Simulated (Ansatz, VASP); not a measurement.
Two plane-wave programs on HfCl7

```
CELL_PARAMETERS angstrom
0.00000 4.82679 4.82679
4.82679 0.00000 4.82679
4.82679 4.82679 0.00000
ATOMIC_POSITIONS crystal
Hf 0.00000 0.00000 0.00000
Cl 0.50000 0.50000 0.50000
Cl 0.00000 0.00000 0.50000
Cl 0.50000 0.00000 0.50000
Cl 0.00000 0.50000 0.50000
Cl 0.50000 0.50000 0.00000
Cl 0.00000 0.50000 0.00000
Cl 0.50000 0.00000 0.00000
```

Change from the starting cell: species swapped into the LiPd7 type (Fm-3m, No. 225).

Alike in both runs: task single point; functional PBE; k mesh 4 × 4 × 4; occupations gaussian, width 0.1 eV; no spin polarisation.

|  | VASP | Ansatz |
| --- | --- | --- |
| version | VASP 6.6.1 | Ansatz 0.2.0 |
| potentials or method | VASP PAW PBE potentials, release 64 (Hf_pv, Cl), cutoff 520 eV | scalar-relativistic, plane waves, PAW |
| valence electrons in the cell | 59 | 75 |

|  | VASP | Ansatz | Ansatz less VASP |
| --- | --- | --- | --- |
| gap on the k mesh at the Fermi level (eV) | none | none | - |
| pressure (GPa) | -8.7 | -8.6 | +0.08 |

A gap of «none» marks a metal or a gap that the smearing closes. VASP's potentials hold 59 valence electrons a cell and Ansatz's 75, so a difference there can come from the potentials and not from the codes.

Spin-orbit coupling is off throughout.
